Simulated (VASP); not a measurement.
Here is a VASP 6.6.1 calculation.

File POSCAR:

```
CeO2
1.0
    0.0000000000      2.7659251724      2.7659251724
    2.7659251724      0.0000000000      2.7659251724
    2.7659251724      2.7659251724      0.0000000000
Ce O
1 2
Direct
    0.0000000000      0.0000000000      0.0000000000
    0.2500000000      0.2500000000      0.2500000000
    0.7500000000      0.7500000000      0.7500000000
```

INCAR.step1

```
PREC = Accurate
ENCUT = 520
EDIFF = 1E-5
ISMEAR = -1
SIGMA = 0.05
LREAL = False
LASPH = True
NELM = 100
ALGO = Normal
ISIF = 2
LWAVE = True
LCHARG = False
NBANDS = 19
GGA = PE
```

The input INCAR.step2:

```
PREC = Accurate
ENCUT = 520
EDIFF = 1E-7
ISMEAR = -1
SIGMA = 0.05
LREAL = False
LASPH = True
NELM = 100
ALGO = Normal
ISIF = 2
LWAVE = False
LCHARG = False
GGA = PE
LHFCALC = True
HFSCREEN = 0.2079
PRECFOCK = Normal
NBANDS = 19
ISTART = 1
```

KPOINTS

```
regular mesh
0
Gamma
  4 4 4
```

Potentials or basis: VASP PAW PBE potentials, release 64 (Ce, O).

Run with:

```bash
$ cat potpaw_PBE.64/Ce/POTCAR potpaw_PBE.64/O/POTCAR > POTCAR
$ cp INCAR.step1 INCAR
$ mpirun -np 1 vasp_std > vasp.out
$ cp INCAR.step2 INCAR
$ mpirun -np 1 vasp_std > vasp.out
```

(1) What does it give for the pressure?

(2) Predict the band gap on the k mesh.

Answers

(1) -13.4 GPa.

(2) 3.26 eV (least direct gap 3.42 eV).

Caveat: the k points lie up to 0.49 Å⁻¹ apart; the PAW data sets were made with another functional, which shifts forces and pressure a little; spin-orbit coupling is left out, which moves the levels of the heavy elements.
